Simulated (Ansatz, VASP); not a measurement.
## Sn3TeO2: VASP beside Ansatz

The input INCAR:

```
  PREC = Accurate
  ENCUT = 600
  EDIFF = 1E-7
  ISMEAR = 0
  SIGMA = 0.1
  LREAL = F
  LASPH = T
  NELM = 60
  ALGO = Normal
  ISIF = 3
  LWAVE = F
  LCHARG = F
  GGA = PE
  IBRION = 2
  NSW = 90
  EDIFFG = -0.04
```

File KPOINTS:

```
regular mesh
0
Gamma
  3 3 4
```

File POSCAR:

```
Sn3TeO2
1.0
    6.3124777000      0.0000000000      0.0000000000
   -3.1562388500      5.4667660500      0.0000000000
    0.0000000000      0.0000000000      4.1172892100
Sn Te O
3 1 2
Direct
    0.5000000000      0.5000000000      0.5000000000
    0.5000000000      0.0000000000      0.5000000000
    0.0000000000      0.5000000000      0.5000000000
    0.0000000000      0.0000000000      0.0000000000
    0.6666666700      0.3333333300      0.0000000000
    0.3333333300      0.6666666700      0.0000000000
```

Input for Ansatz:

```yaml
crystal:
  lattice:
    - [6.3124777, 0.0, 0.0]
    - [-3.15623885, 5.46676605, 0.0]
    - [0.0, 0.0, 4.11728921]
  atoms:
    - { symbol: Sn, position: [0.5, 0.5, 0.5] }
    - { symbol: Sn, position: [0.5, 0.0, 0.5] }
    - { symbol: Sn, position: [0.0, 0.5, 0.5] }
    - { symbol: Te, position: [0.0, 0.0, 0.0] }
    - { symbol: O, position: [0.66666667, 0.33333333, 0.0] }
    - { symbol: O, position: [0.33333333, 0.66666667, 0.0] }
basis:
  ecutwfc: 420
kpoints:
  mp_grid: { grid: [3, 3, 4] }
hamiltonian:
  xc: pbe
scf:
  occupations: { method: gaussian, width: 0.1 }
  lower_state_search: "off"
output:
  forces: true
  stress: true
  eigenvalues: true
relax:
  adjacent_minimum: "off"
  f_tol: 0.04
  max_steps: 70
  cell: { stress_tol: 0.4 }
```

Change from the starting cell: species swapped into the YSi2Ru3 type (P6/mmm, No. 191).

Alike in both runs: task relaxation of cell and atoms; functional PBE; k mesh 3 × 3 × 4; occupations gaussian, width 0.1 eV; no spin polarisation.

|  | VASP | Ansatz |
| --- | --- | --- |
| version | VASP 6.6.1 | Ansatz 0.2.0 |
| potentials or method | VASP PAW PBE potentials, release 64 (Sn_d, Te, O), cutoff 600 eV | scalar-relativistic, plane waves, PAW |
| valence electrons in the cell | 60 | 70 |

```csv
,VASP,Ansatz,Ansatz less VASP
"gap on the k mesh at the Fermi level, each at its own relaxed structure (eV)",none,none,-
relaxed volume (Å³/atom),21.36,21.28,-0.080
relaxed length of the cell vector where the two differ most in proportion (Å),6.677,6.655,-0.0226
```

A gap of «none» marks a metal or a gap that the smearing closes. VASP's potentials hold 60 valence electrons a cell and Ansatz's 70, so a difference there can come from the potentials and not from the codes.

The k mesh is coarse, so the values compare programs but aren't converged. Neither program's run includes spin-orbit coupling.
